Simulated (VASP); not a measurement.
RbCl, 2 atoms in the cell. Symmetry: Fm-3m, No. 225, cubic system. The conventional cell has a = 6.698 Å, b = 6.698 Å, c = 6.698 Å, α = 90.00°, β = 90.00°, γ = 90.00°. Rb (site symmetry m-3m) has 6 Cl at 3.35 Å within 4.4 Å. Within 4.4 Å of Cl (site symmetry m-3m) lie 6 Rb at 3.35 Å. 

```yaml
Program: VASP 6.6.1
Task: single point
Functional: PBE
Potentials_or_basis: VASP PAW PBE potentials, release 64 (Rb_sv, Cl)
Cutoff: 500 eV
k_mesh: 6 × 6 × 6
Occupations: gaussian, width 0.05 eV
Spin: no spin polarisation
Dipole_correction: no
Further_INCAR_settings: ALGO = Normal; EDIFF = 1e-06; NBANDS = 15
```

Potentials or basis: VASP PAW PBE potentials, release 64 (Rb_sv, Cl).

Command:

```console
$ cat potpaw_PBE.64/Rb_sv/POTCAR potpaw_PBE.64/Cl/POTCAR > POTCAR
$ mpirun -np 1 vasp_std > vasp.out
```

Hardware: 1 thread of Intel(R) Xeon(R) Platinum 8488C (Sapphire Rapids) (shared host).

**Question.** How long does it take, and how much memory?

**Answer.** Wall time 18 s on 1 thread of Intel(R) Xeon(R) Platinum 8488C (Sapphire Rapids), on a shared host, peak memory 0.2 GiB. Counts: scf iterations 13, k points 16.
